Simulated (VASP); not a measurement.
# Li2S (Immm) in VASP: notebook, part 2 of 2

VASP 6.6.1. The steps go on from the part before.

## (3) Single point, PBE (strain +0.0075 x Voigt [0, 0, 0, 0, 1, 0])

File INCAR:

```
SYSTEM = Li2S
PREC = Accurate
ENCUT = 750
EDIFF = 1E-6
ISMEAR = 0
SIGMA = 0.05
LREAL = .FALSE.
LASPH = .TRUE.
NELM = 120
ALGO = Normal
ISIF = 2
LWAVE = .FALSE.
LCHARG = .FALSE.
GGA = PE
NBANDS = 13
GGA_COMPAT = .FALSE.
```

File KPOINTS:

```
Automatic mesh
0
G
  8 8 8
  0 0 0
```

File POSCAR:

```
Li2S
1.0
    0.0107025000      2.8540000000      2.8540000000
    2.8647025000      0.0000000000      2.8647025000
    2.8540000000      2.8540000000      0.0107025000
Li S
2 1
Direct
    0.2500000000      0.2500000000      0.2500000000
    0.7500000000      0.7500000000      0.7500000000
    0.0000000000      0.0000000000      0.0000000000
```

Potentials or basis: VASP PAW PBE potentials, release 64 (Li_sv, S).

Launch:

```
$ cat potpaw_PBE.64/Li_sv/POTCAR potpaw_PBE.64/S/POTCAR > POTCAR
$ mpirun -np 1 vasp_std > vasp.out
```

OUTCAR:

```text
SYSTEM = Li2S
   PREC = Accurate
   ENCUT = 750
   EDIFF = 1E-6
   ISMEAR = 0
   LREAL = .FALSE.
   LASPH = .TRUE.
   NELM = 120
   ISIF = 2
   GGA = PE

 ion  position               nearest neighbor table
   1  0.250  0.250  0.250-   3 2.47   3 2.47   3 2.48   3 2.48
   2  0.750  0.750  0.750-   3 2.47   3 2.47   3 2.48   3 2.48
   3  0.000  0.000  0.000-   2 2.47   2 2.47   1 2.47   1 2.47   2 2.48   2 2.48   1 2.48   1 2.48

  LATTYP: Found a body centered orthorhombic cell.
 ALAT       =     4.0210298864
 B/A-ratio  =     1.0075282309
 C/A-ratio  =     1.4195368255

  Lattice vectors:

 A1 = (   0.0107025000,  -2.8540000000,   2.8540000000)
 A2 = (  -0.0107025000,  -2.8540000000,  -2.8540000000)
 A3 = (   2.8540000000,   2.8540000000,   0.0107025000)

Analysis of symmetry for initial positions (statically):
=====================================================================
 Subroutine PRICEL returns:
 Original cell was already a primitive cell.

 Routine SETGRP: Setting up the symmetry group for a
 body centered orthorhombic supercell.

 Subroutine GETGRP returns: Found  8 space group operations
 (whereof  8 operations were pure point group operations)
 out of a pool of  8 trial point group operations.

The static configuration has the point symmetry D_2h.

Analysis of symmetry for dynamics (positions and initial velocities):
=====================================================================
 Subroutine PRICEL returns:
 Original cell was already a primitive cell.

 Routine SETGRP: Setting up the symmetry group for a
 body centered orthorhombic supercell.

 Subroutine GETGRP returns: Found  8 space group operations
 (whereof  8 operations were pure point group operations)
 out of a pool of  8 trial point group operations.

The dynamic configuration has the point symmetry D_2h.

 Subroutine INISYM returns: Found  8 space group operations
 (whereof  8 operations are pure point group operations),
 and found     1 'primitive' translations

----------------------------------------------------------------------------------------

                                     Primitive cell

  volume of cell :      46.4928

  direct lattice vectors                    reciprocal lattice vectors
     0.010702500  2.854000000  2.854000000    -0.175852158  0.175192712  0.175852158
     2.864702500  0.000000000  2.864702500     0.174538194 -0.175192712  0.174538194
     2.854000000  2.854000000  0.010702500     0.175852158  0.175192712 -0.175852158

  length of vectors
     4.036179697  4.051301128  4.036179697     0.304204617  0.302687377  0.304204617

  position of ions in fractional coordinates (direct lattice)
     0.250000000  0.250000000  0.250000000
     0.750000000  0.750000000  0.750000000
     0.000000000  0.000000000  0.000000000

  ion indices of the primitive-cell ions
   primitive index   ion index
                 1           1
                 2           2
                 3           3

----------------------------------------------------------------------------------------

 KPOINTS: Automatic mesh

Automatic generation of k-mesh.
 Grid dimensions read from file:
 generate k-points for:    8    8    8

 Generating k-lattice:

  Cartesian coordinates                     Fractional coordinates (reciprocal lattice)
    -0.021981520  0.021899089  0.021981520     0.125000000  0.000000000 -0.000000000
[... 21 lines left out ...]
  0.000000  0.125000  0.000000      4.000000
[... 16 lines left out ...]
  0.125000  0.375000  0.000000      8.000000
  0.250000  0.375000  0.000000      8.000000
 [... further k-points ...]
   k-points           NKPTS =     95   k-points in BZ     NKDIM =     95   number of bands    NBANDS=     13
   number of dos      NEDOS =    301   number of ions     NIONS =      3
   total plane-waves  NPLWV =  46656
   dimension x,y,z NGX =    36 NGY =   36 NGZ =   36
   dimension x,y,z NGXF=    72 NGYF=   72 NGZF=   72
   ions per type =               2   1
   NGX,Y,Z   is equivalent  to a cutoff of  14.83, 14.77, 14.83 a.u.
   NGXF,Y,Z  is equivalent  to a cutoff of  29.66, 29.55, 29.66 a.u.
 SYSTEM =  Li2S
   PREC   = accura    normal or accurate (medium, high low for compatibility)
   ISTART =      0    job   : 0-new  1-cont  2-samecut
   ICHARG =      2    charge: 1-file 2-atom 10-const
   ISPIN  =      1    spin polarized calculation?
   LNONCOLLINEAR =      F non collinear calculations
   LSORBIT =      F    spin-orbit coupling
   LASPH  =      T    aspherical Exc in radial PAW
   ENCUT  =  750.0 eV  55.12 Ry    7.42 a.u.   9.01  9.05  9.01*2*pi/ulx,y,z
   NELM   =    120;   NELMIN=  2; NELMDL= -5     # of ELM steps
   EDIFF  = 0.1E-05   stopping-criterion for ELM
   LREAL  =      F    real-space projection
[... 7 lines left out ...]
   TEBEG  =    0.0;   TEEND  =   0.0 temperature during run
   PSTRESS=    0.0 pullay stress
   NELECT =      12.0000    total number of electrons
   NUPDOWN=      -1.0000    fix difference up-down
   EMIN   =  10.00;   EMAX   =-10.00  energy-range for DOS
   EFERMI =   0.00;   METHOD = LEGACY
   ISMEAR =     0;   SIGMA  =   0.05  broadening in eV -4-tet -1-fermi 0-gaus
   EFERMI_NEDOS =   21; number of points for ismear=-14 and -15
   IALGO  =     38    algorithm
   IMIX   =      4    mixing-type and parameters
     AMIX     =   0.40;   BMIX     =  1.00
     AMIX_MAG =   1.60;   BMIX_MAG =  1.00
  volume/ion in A,a.u.               =      15.50       104.58
  Fermi-wavevector in a.u.,A,eV,Ry     =   1.042333  1.969724 14.782171  1.086459
  Thomas-Fermi vector in A             =   2.176994
   LORBIT       =      0    0 simple, 1 ext, 2 COOP (PROOUT), +10 PAW based schemes
   GGA     = PE    functional components
   LHFCALC =     F    Hartree Fock is set to
   AEXX    =    0.0000 exact exchange contribution
   IVDW    =     0    specifies the selected vdW correction
   LEPSILON=     F    determine dielectric tensor
   LRPA    =     F    only Hartree local field effects (RPA)
 non-spin polarized calculation
 Gauss-broadening in eV      SIGMA  =   0.05
  energy-cutoff  :      750.00
  volume of cell :       46.49
 maximum number of plane-waves:      2188
   NGX = 17   NGY = 19   NGZ = 17

 number of electron      11.9999999 magnetization

 Free energy of the ion-electron system (eV)
  ---------------------------------------------------
  ext. energy  EPLUGINS =         0.00000000
  ---------------------------------------------------
  free energy    TOTEN  =       -11.99474363 eV

  energy without entropy =      -11.99474363  energy(sigma->0) =      -11.99474363

 E-fermi :   1.7993     XC(G=0):  -8.4879

 val. band max:        1.4403184249   @ k =   0.0000   0.0000   0.0000
 cond. band min:       4.8238924627   @ k =   0.5000   0.0000   0.5000
 fundamental gap:      3.3835740378
 Fermi energy:         1.7993100635

 k-point     1 :       0.0000    0.0000    0.0000
  band No.  band energies     occupation
      1     -42.7504      2.00000
      2     -42.7087      2.00000
      3      -9.5803      2.00000
      4       1.4212      2.00000
      5       1.4305      2.00000
      6       1.4403      2.00000
      7       5.6725      0.00000
      8       7.6170      0.00000
      9       7.6600      0.00000
     10       7.7004      0.00000
     11      12.5968      0.00000
     12      12.5974      0.00000
     13      13.8324      0.00000
[... 354 lines left out ...]
  band No.  band energies     occupation
      1     -42.7389      2.00000
      2     -42.7186      2.00000
      3      -9.1947      2.00000
      4      -0.4701      2.00000
      5       0.4177      2.00000
      6       0.4363      2.00000
      7       6.0759      0.00000
      8       8.4903      0.00000
      9       9.6351      0.00000
     10       9.8542      0.00000
     11      11.5793      0.00000
     12      14.1315      0.00000
     13      15.9460      0.00000

 [... further k-points ...]

------------------------ aborting loop because EDIFF is reached ----------------------------------------

  FORCE on cell =-STRESS in cart. coord.  units (eV):
  Direction    XX          YY          ZZ          XY          YZ          ZX
  --------------------------------------------------------------------------------------
  -------------------------------------------------------------------------------------
  Total       -0.0506397     -0.0508684     -0.0506397     -0.0000000      0.0000000     -0.0769113
  in kB       -1.7450811     -1.7529621     -1.7450811     -0.0000000      0.0000000     -2.6504204
  external PRESSURE =      -1.7477081 kB  Pullay stress =       0.0000000 kB

 VOLUME and BASIS-vectors are now :
 -----------------------------------------------------------------------------
  energy-cutoff  :      750.00
  volume of cell :       46.49
      direct lattice vectors                 reciprocal lattice vectors
     0.010702500  2.854000000  2.854000000    -0.175852158  0.175192712  0.175852158
     2.864702500  0.000000000  2.864702500     0.174538194 -0.175192712  0.174538194
     2.854000000  2.854000000  0.010702500     0.175852158  0.175192712 -0.175852158

 POSITION                                       TOTAL-FORCE (eV/Angst)
 -----------------------------------------------------------------------------------
      1.43235      1.42700      1.43235        -0.000000     -0.007815     -0.000000
      4.29705      4.28100      4.29705         0.000000      0.007815      0.000000
      0.00000      0.00000      0.00000         0.000000      0.000000     -0.000000
 -----------------------------------------------------------------------------------
    total drift:                                0.000000      0.000000      0.000000

  FREE ENERGIE OF THE ION-ELECTRON SYSTEM (eV)
  ---------------------------------------------------
  free  energy   TOTEN  =       -11.9947436298 eV

  energy  without entropy=      -11.9947436298  energy(sigma->0) =      -11.99474363
```

OSZICAR:

```text
N       E                     dE             d eps       ncg     rms          rms(c)
DAV:   1     0.568626350032E+02    0.56863E+02   -0.65247E+03  2470   0.116E+03
DAV:   2    -0.435123292825E+01   -0.61214E+02   -0.57341E+02  3056   0.230E+02
DAV:   3    -0.120626979966E+02   -0.77115E+01   -0.76613E+01  4618   0.533E+01
DAV:   4    -0.122919691998E+02   -0.22927E+00   -0.22915E+00  3300   0.117E+01
DAV:   5    -0.122983245881E+02   -0.63554E-02   -0.63551E-02  3934   0.160E+00    0.386E+00
DAV:   6    -0.119992916766E+02    0.29903E+00   -0.51062E-01  2991   0.285E+00    0.289E+00
DAV:   7    -0.119838783494E+02    0.15413E-01   -0.13617E-01  3498   0.166E+00    0.179E+00
DAV:   8    -0.119951252208E+02   -0.11247E-01   -0.28810E-02  3182   0.942E-01    0.771E-01
DAV:   9    -0.119945772004E+02    0.54802E-03   -0.92900E-04  3423   0.183E-01    0.484E-01
DAV:  10    -0.119947774049E+02   -0.20020E-03   -0.16534E-03  2825   0.197E-01    0.289E-01
DAV:  11    -0.119947423475E+02    0.35057E-04   -0.10835E-04  3502   0.663E-02    0.106E-01
DAV:  12    -0.119947435892E+02   -0.12417E-05   -0.28952E-06  3225   0.130E-02    0.800E-02
DAV:  13    -0.119947435912E+02   -0.19940E-08   -0.12801E-05  3129   0.171E-02    0.273E-03
DAV:  14    -0.119947436298E+02   -0.38631E-07   -0.57676E-07  2485   0.629E-03
   1 F= -.11994744E+02 E0= -.11994744E+02  d E =-.239385E-26
```

stdout:

```text
POSCAR found type information on POSCAR LiS
 POSCAR found :  2 types and       3 ions
 scaLAPACK will be used
 LDA part: xc-table for (Slater+PW92), standard interpolation
 POSCAR, INCAR and KPOINTS ok, starting setup
 FFT: planning ... GRIDC
 FFT: planning ... GRID_SOFT
 FFT: planning ... GRID
 WAVECAR not read
 entering main loop
```

Run time: 38 s. Hardware: 1 thread of Intel Xeon 6975P-C (Granite Rapids), shared host; peak memory 0.25 GiB.

What came out:

| Item | Value |
| --- | --- |
| Free energy | -11.9947 eV |
| Pressure | -0.2 GPa |
| Largest force | 0.008 eV/Å |
| Band gap on the k mesh | 3.38 eV (least direct gap 4.23 eV) |

Forces in eV/Å, atoms in the order of the input:
```
Li   0.000 -0.008  0.000
Li   0.000  0.008  0.000
S    0.000  0.000  0.000
```

Caveat: the cell differs from its parent crystal (strain +0.0075 x Voigt [0, 0, 0, 0, 1, 0]). A k mesh can miss the band edges.

## (4) Single point, PBE (strain +0.0025 x Voigt [0, 0, 0, 0, 1, 0])

File INCAR:

```
SYSTEM = Li2S
PREC     = Accurate       ! precision mode
ENCUT    = 750            ! plane-wave cutoff, eV
EDIFF    = 1E-6           ! SCF threshold, eV
ISMEAR   = 0              ! smearing method
SIGMA    = 0.05           ! smearing width, eV
LREAL    = .False.        ! projectors in reciprocal space
LASPH    = .True.         ! aspherical terms in the spheres
NELM     = 120            ! most SCF steps
ALGO     = Normal         ! electronic algorithm
ISIF     = 2              ! what is computed and relaxed
LWAVE    = .False.        ! write WAVECAR
LCHARG   = .False.        ! write CHGCAR
GGA      = PE             ! functional
NBANDS   = 13             ! bands
GGA_COMPAT= .False.
```

File KPOINTS:

```
regular mesh
0
Gamma
  8 8 8
  0 0 0
```

File POSCAR:

```
Li2S
1.0
    0.0035675000      2.8540000000      2.8540000000
    2.8575675000      0.0000000000      2.8575675000
    2.8540000000      2.8540000000      0.0035675000
Li S
2 1
Direct
    0.2500000000      0.2500000000      0.2500000000
    0.7500000000      0.7500000000      0.7500000000
    0.0000000000      0.0000000000      0.0000000000
```

Potentials or basis: VASP PAW PBE potentials, release 64 (Li_sv, S).

Launch:

```
$ cat potpaw_PBE.64/Li_sv/POTCAR potpaw_PBE.64/S/POTCAR > POTCAR
$ mpirun -np 1 vasp_std > vasp.out
```

OUTCAR:

```text
SYSTEM = Li2S
   PREC = Accurate
   ENCUT = 750
   EDIFF = 1E-6
   ISMEAR = 0
   LREAL = .False.
   LASPH = .True.
   NELM = 120
   ISIF = 2
   GGA = PE

 ion  position               nearest neighbor table
   1  0.250  0.250  0.250-   3 2.47   3 2.47   3 2.47   3 2.47
   2  0.750  0.750  0.750-   3 2.47   3 2.47   3 2.47   3 2.47
   3  0.000  0.000  0.000-   2 2.47   1 2.47   2 2.47   1 2.47   1 2.47   2 2.47   2 2.47   1 2.47

  LATTYP: Found a body centered orthorhombic cell.
 ALAT       =     4.0311203001
 B/A-ratio  =     1.0025031289
 C/A-ratio  =     1.4159835418

  Lattice vectors:

 A1 = (   0.0035675000,  -2.8540000000,   2.8540000000)
 A2 = (  -0.0035675000,  -2.8540000000,  -2.8540000000)
 A3 = (   2.8540000000,   2.8540000000,   0.0035675000)

Analysis of symmetry for initial positions (statically):
=====================================================================
 Subroutine PRICEL returns:
 Original cell was already a primitive cell.

 Routine SETGRP: Setting up the symmetry group for a
 body centered orthorhombic supercell.

 Subroutine GETGRP returns: Found  8 space group operations
 (whereof  8 operations were pure point group operations)
 out of a pool of  8 trial point group operations.

The static configuration has the point symmetry D_2h.

Analysis of symmetry for dynamics (positions and initial velocities):
=====================================================================
 Subroutine PRICEL returns:
 Original cell was already a primitive cell.

 Routine SETGRP: Setting up the symmetry group for a
 body centered orthorhombic supercell.

 Subroutine GETGRP returns: Found  8 space group operations
 (whereof  8 operations were pure point group operations)
 out of a pool of  8 trial point group operations.

The dynamic configuration has the point symmetry D_2h.

 Subroutine INISYM returns: Found  8 space group operations
 (whereof  8 operations are pure point group operations),
 and found     1 'primitive' translations

----------------------------------------------------------------------------------------
[... 127 lines left out ...]
 Gauss-broadening in eV      SIGMA  =   0.05
  energy-cutoff  :      750.00
  volume of cell :       46.49
 maximum number of plane-waves:      2200
   NGX = 17   NGY = 17   NGZ = 17

 number of electron      11.9999999 magnetization

 Free energy of the ion-electron system (eV)
  ---------------------------------------------------
  ext. energy  EPLUGINS =         0.00000000
  ---------------------------------------------------
  free energy    TOTEN  =       -11.99499591 eV

  energy without entropy =      -11.99499591  energy(sigma->0) =      -11.99499591

 E-fermi :   1.7804     XC(G=0):  -8.4879

 val. band max:        1.4337368256   @ k =   0.0000   0.0000   0.0000
 cond. band min:       4.8240228273   @ k =   0.5000   0.0000   0.5000
 fundamental gap:      3.3902860017
 Fermi energy:         1.7804338536

 k-point     1 :       0.0000    0.0000    0.0000
  band No.  band energies     occupation
      1     -42.7505      2.00000
      2     -42.7088      2.00000
      3      -9.5803      2.00000
      4       1.4274      2.00000
      5       1.4305      2.00000
      6       1.4337      2.00000
      7       5.6735      0.00000
      8       7.6445      0.00000
      9       7.6586      0.00000
     10       7.6723      0.00000
     11      12.5967      0.00000
     12      12.5967      0.00000
     13      13.8318      0.00000
[... 354 lines left out ...]
  band No.  band energies     occupation
      1     -42.7391      2.00000
      2     -42.7188      2.00000
      3      -9.1938      2.00000
      4      -0.4731      2.00000
      5       0.4206      2.00000
      6       0.4341      2.00000
      7       6.0710      0.00000
      8       8.4881      0.00000
      9       9.6184      0.00000
     10       9.8495      0.00000
     11      11.5936      0.00000
     12      14.1278      0.00000
     13      15.9739      0.00000

 [... further k-points ...]

------------------------ aborting loop because EDIFF is reached ----------------------------------------

  FORCE on cell =-STRESS in cart. coord.  units (eV):
  Direction    XX          YY          ZZ          XY          YZ          ZX
  --------------------------------------------------------------------------------------
  -------------------------------------------------------------------------------------
  Total       -0.0512818     -0.0512970     -0.0512818      0.0000000      0.0000000     -0.0256210
  in kB       -1.7671868     -1.7677107     -1.7671868      0.0000000      0.0000000     -0.8829078
  external PRESSURE =      -1.7673615 kB  Pullay stress =       0.0000000 kB

 VOLUME and BASIS-vectors are now :
 -----------------------------------------------------------------------------
  energy-cutoff  :      750.00
  volume of cell :       46.49
      direct lattice vectors                 reciprocal lattice vectors
     0.003567500  2.854000000  2.854000000    -0.175411977  0.175192712  0.175411977
     2.857567500  0.000000000  2.857567500     0.174973994 -0.175192712  0.174973994
     2.854000000  2.854000000  0.003567500     0.175411977  0.175192712 -0.175411977

 POSITION                                       TOTAL-FORCE (eV/Angst)
 -----------------------------------------------------------------------------------
      1.42878      1.42700      1.42878        -0.000000     -0.002608     -0.000000
      4.28635      4.28100      4.28635         0.000000      0.002608      0.000000
      0.00000      0.00000      0.00000        -0.000000      0.000000      0.000000
 -----------------------------------------------------------------------------------
    total drift:                                0.000000      0.000000      0.000000

  FREE ENERGIE OF THE ION-ELECTRON SYSTEM (eV)
  ---------------------------------------------------
  free  energy   TOTEN  =       -11.9949959141 eV

  energy  without entropy=      -11.9949959141  energy(sigma->0) =      -11.99499591
```

Wall time 40 s (1 thread of Intel Xeon 6975P-C (Granite Rapids), shared host); peak memory 0.24 GiB.

Results:

* Free energy: -11.9950 eV
* Pressure: -0.2 GPa
* Band gap on the k mesh: 3.39 eV (least direct gap 4.24 eV)

Forces on the atoms (eV/Å):
```
Li   0.000 -0.003  0.000
Li   0.000  0.003  0.000
S    0.000  0.000  0.000
```

Stress tensor (GPa, compression positive):
```
-0.18  0.00 -0.09
 0.00 -0.18  0.00
-0.09  0.00 -0.18
```

Caveat: the cell differs from its parent crystal (strain +0.0025 x Voigt [0, 0, 0, 0, 1, 0]).

## (5) Overview

```tsv
cell	gap on the mesh (eV)	pressure (GPa)	largest force (eV/Å)
a = 4.036, b = 4.061 Å, angles 59.8, 59.6, 59.8°, 3 atoms	3.38	-0.2	0.01
a = 4.036, b = 4.051 Å, angles 59.9, 59.8, 59.9°, 3 atoms	3.38	-0.2	0.01
a = 4.036, b = 4.041 Å, angles 60.0°, 3 atoms	3.39	-0.2	-
```

Alike in all rows: task single point; level PBE; potentials or basis VASP PAW PBE potentials, release 64 (Li_sv, S); no spin polarisation; k mesh 8 × 8 × 8; cutoff (eV) 750; smearing gaussian 0.05 eV.

Total energies depend on the potentials used, so only differences within one code and one set of settings carry meaning.
